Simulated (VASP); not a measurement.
# TaAlMo3 (P4/mmm) in VASP: further runs

Runs on TaAlMo3. Level: PBE. Tasks: single point, relaxation of cell and atoms.

Everything below comes from runs of VASP 6.6.1. Logs are shortened: lines on timing, memory, paths and dates and some standing lists are left out, and cuts for length are marked.

### 1 The cell of the first run

It takes space group P4/mmm (No. 123, tetragonal). The conventional cell has a = 3.453 Å, b = 3.453 Å, c = 7.509 Å, α = 90.00°, β = 90.00°, γ = 90.00°. Ta (site symmetry 4/mmm) has 8 Mo at 2.75 Å and 4 Ta at 3.45 Å within 3.6 Å. Within 3.2 Å of Al (site symmetry 4/mmm) lie 6 Mo at 2.44 to 2.49 Å. Within 3.3 Å of Mo (site symmetry 4mm) lie 1 Al at 2.49 Å and 1 Mo at 2.54 Å and 4 Ta at 2.75 Å. Mo (site symmetry 4/mmm) has 4 Al at 2.44 Å within 3.2 Å.

The cell was generated, and may not be a known phase.

### 2 Single point, PBE

Input file INCAR:

```
PREC = Accurate ; ENCUT = 520
EDIFF = 1E-6 ; ISMEAR = 0
SIGMA = 0.1 ; LREAL = False
LASPH = True ; NELM = 100
ALGO = Normal ; ISIF = 2
LWAVE = False ; LCHARG = False
GGA = PE ; NBANDS = 36
```

Input file KPOINTS:

```
regular mesh
0
Gamma
  6 6 2
```

Input file POSCAR:

```
TaAlMo3
1.0
    3.4532256506      0.0000000000      0.0000000000
    0.0000000000      3.4532256506      0.0000000000
    0.0000000000      0.0000000000      7.5092993757
Ta Al Mo
1 1 3
Direct
    0.0000000000      0.0000000000      0.5000000000
    0.5000000000      0.5000000000      0.0000000000
    0.5000000000      0.5000000000      0.3309592678
    0.5000000000      0.5000000000      0.6690407322
    0.0000000000      0.0000000000      0.0000000000
```

Potentials or basis: VASP PAW PBE potentials, release 64 (Ta_pv, Al, Mo_sv).

Started as:

```console
> cat potpaw_PBE.64/Ta_pv/POTCAR potpaw_PBE.64/Al/POTCAR potpaw_PBE.64/Mo_sv/POTCAR > POTCAR
> mpirun -np 1 vasp_std > vasp.out
```

OUTCAR:

```text
PREC = Accurate
   ENCUT = 520
   EDIFF = 1E-6
   ISMEAR = 0
   LREAL = False
   LASPH = True
   NELM = 100
   ISIF = 2
   GGA = PE

 ion  position               nearest neighbor table
   1  0.000  0.000  0.500-   3 2.75   4 2.75   3 2.75   4 2.75   3 2.75   4 2.75   3 2.75   4 2.75

   2  0.500  0.500  0.000-   5 2.44   5 2.44   5 2.44   5 2.44   3 2.49   4 2.49
   3  0.500  0.500  0.331-   2 2.49   4 2.54   1 2.75   1 2.75   1 2.75   1 2.75   5 3.48   5 3.48
                             5 3.48   5 3.48
   4  0.500  0.500  0.669-   2 2.49   3 2.54   1 2.75   1 2.75   1 2.75   1 2.75   5 3.48   5 3.48
                             5 3.48   5 3.48
   5  0.000  0.000  0.000-   2 2.44   2 2.44   2 2.44   2 2.44   3 3.48   4 3.48   4 3.48   3 3.48
                             4 3.48   3 3.48   3 3.48   4 3.48

  LATTYP: Found a simple tetragonal cell.
 ALAT       =     3.4532256506
 C/A-ratio  =     2.1745753494

  Lattice vectors:

 A1 = (   3.4532256506,   0.0000000000,   0.0000000000)
 A2 = (   0.0000000000,   3.4532256506,   0.0000000000)
 A3 = (   0.0000000000,   0.0000000000,   7.5092993757)

Analysis of symmetry for initial positions (statically):
=====================================================================
 Subroutine PRICEL returns:
 Original cell was already a primitive cell.

 Routine SETGRP: Setting up the symmetry group for a
 simple tetragonal supercell.

 Subroutine GETGRP returns: Found 16 space group operations
 (whereof 16 operations were pure point group operations)
 out of a pool of 16 trial point group operations.

The static configuration has the point symmetry D_4h.

Analysis of symmetry for dynamics (positions and initial velocities):
=====================================================================
 Subroutine PRICEL returns:
 Original cell was already a primitive cell.

 Routine SETGRP: Setting up the symmetry group for a
 simple tetragonal supercell.

 Subroutine GETGRP returns: Found 16 space group operations
 (whereof 16 operations were pure point group operations)
 out of a pool of 16 trial point group operations.

The dynamic configuration has the point symmetry D_4h.

 Subroutine INISYM returns: Found 16 space group operations
 (whereof 16 operations are pure point group operations),
 and found     1 'primitive' translations

----------------------------------------------------------------------------------------

                                     Primitive cell

[... 86 lines left out ...]
   LNONCOLLINEAR =      F non collinear calculations
   LSORBIT =      F    spin-orbit coupling
   LASPH  =      T    aspherical Exc in radial PAW
   ENCUT  =  520.0 eV  38.22 Ry    6.18 a.u.   6.42  6.42 13.96*2*pi/ulx,y,z
   NELM   =    100;   NELMIN=  2; NELMDL= -5     # of ELM steps
   EDIFF  = 0.1E-05   stopping-criterion for ELM
   LREAL  =      F    real-space projection
[... 7 lines left out ...]
   TEBEG  =    0.0;   TEEND  =   0.0 temperature during run
   PSTRESS=    0.0 pullay stress
   NELECT =      56.0000    total number of electrons
   NUPDOWN=      -1.0000    fix difference up-down
   EMIN   =  10.00;   EMAX   =-10.00  energy-range for DOS
   EFERMI =   0.00;   METHOD = LEGACY
   ISMEAR =     0;   SIGMA  =   0.10  broadening in eV -4-tet -1-fermi 0-gaus
   EFERMI_NEDOS =   21; number of points for ismear=-14 and -15
   IALGO  =     38    algorithm
   IMIX   =      4    mixing-type and parameters
     AMIX     =   0.40;   BMIX     =  1.00
     AMIX_MAG =   1.60;   BMIX_MAG =  1.00
  volume/ion in A,a.u.               =      17.91       120.86
  Fermi-wavevector in a.u.,A,eV,Ry     =   1.399978  2.645574 26.666562  1.959937
  Thomas-Fermi vector in A             =   2.522984
   LORBIT       =      0    0 simple, 1 ext, 2 COOP (PROOUT), +10 PAW based schemes
   GGA     = PE    functional components
   LHFCALC =     F    Hartree Fock is set to
   AEXX    =    0.0000 exact exchange contribution
   IVDW    =     0    specifies the selected vdW correction
   LEPSILON=     F    determine dielectric tensor
   LRPA    =     F    only Hartree local field effects (RPA)
 non-spin polarized calculation
 Gauss-broadening in eV      SIGMA  =   0.10
  energy-cutoff  :      520.00
  volume of cell :       89.55
 maximum number of plane-waves:      2432
 NGX is ok and might be reduce to    28
   NGX = 13   NGY = 13   NGZ = 27

 number of electron      56.0000000 magnetization

 Free energy of the ion-electron system (eV)
  ---------------------------------------------------
  ext. energy  EPLUGINS =         0.00000000
  ---------------------------------------------------
  free energy    TOTEN  =       -44.94717020 eV

  energy without entropy =      -44.92664756  energy(sigma->0) =      -44.93690888

 E-fermi :   8.3979     XC(G=0): -11.9807

 val. band max:        8.3459293377   @ k =   0.1667   0.0000   0.0000
 cond. band min:       8.4202793891   @ k =   0.1667   0.0000   0.0000
 fundamental gap:      0.0743500514
 Fermi energy:         8.3979185110

 k-point     1 :       0.0000    0.0000    0.0000
  band No.  band energies     occupation
      1     -52.3140      2.00000
      2     -52.2860      2.00000
      3     -52.1639      2.00000
      4     -26.9026      2.00000
      5     -26.4927      2.00000
      6     -26.4927      2.00000
[... 769 lines left out ...]
     35      11.5673      0.00000
     36      11.5673      0.00000

------------------------ aborting loop because EDIFF is reached ----------------------------------------

  FORCE on cell =-STRESS in cart. coord.  units (eV):
  Direction    XX          YY          ZZ          XY          YZ          ZX
  --------------------------------------------------------------------------------------
  -------------------------------------------------------------------------------------
  Total        0.1368621      0.1368621      0.1585295      0.0000000      0.0000000      0.0000000
  in kB        2.4487508      2.4487508      2.8364248      0.0000000      0.0000000      0.0000000
  external PRESSURE =       2.5779754 kB  Pullay stress =       0.0000000 kB

 VOLUME and BASIS-vectors are now :
 -----------------------------------------------------------------------------
  energy-cutoff  :      520.00
  volume of cell :       89.55
      direct lattice vectors                 reciprocal lattice vectors
     3.453225651  0.000000000  0.000000000     0.289584319  0.000000000  0.000000000
     0.000000000  3.453225651  0.000000000     0.000000000  0.289584319  0.000000000
     0.000000000  0.000000000  7.509299376     0.000000000  0.000000000  0.133168216

 POSITION                                       TOTAL-FORCE (eV/Angst)
 -----------------------------------------------------------------------------------
      0.00000      0.00000      3.75465         0.000000      0.000000     -0.000000
      1.72661      1.72661      0.00000         0.000000      0.000000     -0.000000
      1.72661      1.72661      2.48527         0.000000     -0.000000     -0.033986
      1.72661      1.72661      5.02403         0.000000     -0.000000      0.033986
      0.00000      0.00000      0.00000         0.000000      0.000000     -0.000000
 -----------------------------------------------------------------------------------
    total drift:                                0.000000      0.000000      0.000000

  FREE ENERGIE OF THE ION-ELECTRON SYSTEM (eV)
  ---------------------------------------------------
  free  energy   TOTEN  =       -44.9471702030 eV

  energy  without entropy=      -44.9266475565  energy(sigma->0) =      -44.93690888
```

OSZICAR:

```text
N       E                     dE             d eps       ncg     rms          rms(c)
DAV:   1     0.591325364460E+03    0.59133E+03   -0.32373E+04  1472   0.156E+03
DAV:   2    -0.244929404359E+02   -0.61582E+03   -0.60346E+03  1608   0.476E+02
DAV:   3    -0.475039424316E+02   -0.23011E+02   -0.22139E+02  1856   0.834E+01
DAV:   4    -0.479661683178E+02   -0.46223E+00   -0.45898E+00  1800   0.105E+01
DAV:   5    -0.479734005504E+02   -0.72322E-02   -0.72268E-02  1816   0.130E+00    0.254E+01
DAV:   6    -0.454893756217E+02    0.24840E+01   -0.12249E+01  1676   0.182E+01    0.857E+00
DAV:   7    -0.460169155040E+02   -0.52754E+00   -0.10763E+01  1808   0.123E+01    0.705E+00
DAV:   8    -0.449882347701E+02    0.10287E+01   -0.55459E+00  1716   0.723E+00    0.254E+00
DAV:   9    -0.449581842351E+02    0.30051E-01   -0.41233E-01  1844   0.348E+00    0.134E+00
DAV:  10    -0.449473317484E+02    0.10852E-01   -0.66158E-02  1696   0.159E+00    0.550E-01
DAV:  11    -0.449471227374E+02    0.20901E-03   -0.51807E-03  1828   0.493E-01    0.153E-01
DAV:  12    -0.449471799052E+02   -0.57168E-04   -0.35283E-04  1748   0.129E-01    0.441E-02
DAV:  13    -0.449471710315E+02    0.88737E-05   -0.40382E-05  1864   0.399E-02    0.174E-02
DAV:  14    -0.449471702030E+02    0.82851E-06   -0.32910E-06  1568   0.123E-02
   1 F= -.44947170E+02 E0= -.44936909E+02  d E =-.205226E-01
```

Wall time 27 s (1 thread of Intel Xeon 6975P-C (Granite Rapids), shared host); peak memory 0.22 GiB.

What came out:

| Item | Value |
| --- | --- |
| Free energy | -44.9472 eV |
| Pressure | 0.3 GPa |
| Largest force | 0.034 eV/Å |
| Band gap on the k mesh | zero (bands 28 and 29 overlap by 0.88 eV) |

Forces on the atoms (eV/Å):
```
Ta   0.000  0.000  0.000
Al   0.000  0.000  0.000
Mo   0.000  0.000 -0.034
Mo   0.000  0.000  0.034
Mo   0.000  0.000  0.000
```

Caveat: the k points lie up to 0.42 Å⁻¹ apart, too coarse for converged energies and pressures of a metal; spin-orbit coupling is left out, which moves the levels of the heavy elements.

### 3 Single point, PBE

This run uses another cell than the first one, of 20.86 Å³/atom.

Input file INCAR:

```
PREC = Accurate
ENCUT = 520
EDIFF = 1E-6
ISMEAR = 0
SIGMA = 0.1
LREAL = F
LASPH = T
NELM = 100
ALGO = Fast
ISIF = 2
LWAVE = F
LCHARG = F
GGA = PE
NBANDS = 36
```

KPOINTS is that of step 2.

Input file POSCAR:

```
TaAlMo3
1.0
    3.6312637200      0.0000000000      0.0000000000
    0.0000000000      3.6312637200      0.0000000000
    0.0000000000      0.0000000000      7.9095828500
Ta Al Mo
1 1 3
Direct
    0.0000000000      0.0000000000      0.5000000000
    0.5000000000      0.5000000000      0.0000000000
    0.5000000000      0.5000000000      0.3309650600
    0.5000000000      0.5000000000      0.6690349400
    0.0000000000      0.0000000000      0.0000000000
```

Potentials or basis: VASP PAW PBE potentials, release 64 (Ta_pv, Al, Mo_sv).

Started as:

```console
> cat potpaw_PBE.64/Ta_pv/POTCAR potpaw_PBE.64/Al/POTCAR potpaw_PBE.64/Mo_sv/POTCAR > POTCAR
> mpirun -np 1 vasp_std > vasp.out
```

Wall time 40 s (1 thread of Intel Xeon 6975P-C (Granite Rapids), shared host); peak memory 0.24 GiB.

It converged, with:

| Quantity | Value |
| --- | --- |
| Free energy | -44.0003 eV |
| Pressure | -18.3 GPa |
| Largest force | 1.409 eV/Å |
| Band gap on the k mesh | zero (bands 28 and 29 overlap by 0.62 eV) |

Forces on the atoms (eV/Å):
```
Ta   0.000  0.000  0.000
Al   0.000  0.000  0.000
Mo   0.000  0.000  1.409
Mo   0.000  0.000 -1.409
Mo   0.000  0.000  0.000
```

Stress tensor (GPa, compression positive):
```
-18.76   0.00   0.00
  0.00 -18.76   0.00
  0.00   0.00 -17.44
```

Levels at points of the mesh, in eV from the Fermi level:
```tsv
k point	band 24	band 25	band 26	band 27	band 28	band 29	band 30	band 31	band 32	band 33
(0.00, 0.00, 0.00)	-0.88	-0.88	-0.85	-0.55	-0.25	-0.19	-0.19	0.78	0.78	0.85
(0.50, 0.00, 0.00)	-1.47	-1.44	-0.96	-0.70	-0.21	0.57	1.14	1.21	1.50	1.97
(0.50, 0.50, 0.00)	-0.49	-0.49	-0.41	-0.41	-0.05	0.05	0.45	1.36	1.43	1.73
(0.00, 0.00, 0.50)	-1.02	-1.02	-0.63	-0.32	0.21	0.47	0.47	0.50	0.50	0.91
(0.50, 0.00, 0.50)	-1.53	-1.40	-0.90	-0.69	-0.46	0.77	1.09	1.53	1.60	1.88
(0.50, 0.50, 0.50)	-0.87	-0.87	-0.48	-0.48	-0.33	0.71	1.36	1.43	1.44	1.73
```

Caveat: the k points lie up to 0.40 Å⁻¹ apart, too coarse for converged energies and pressures of a metal; spin-orbit coupling is left out, which moves the levels of the heavy elements; forces of over 1 eV/Å act on the atoms, so gaps and moduli don't describe the material at rest.

(Part 1 of 2 ends here.)

The gap in the log of VASP goes by the Fermi energy; the results here count the filled bands.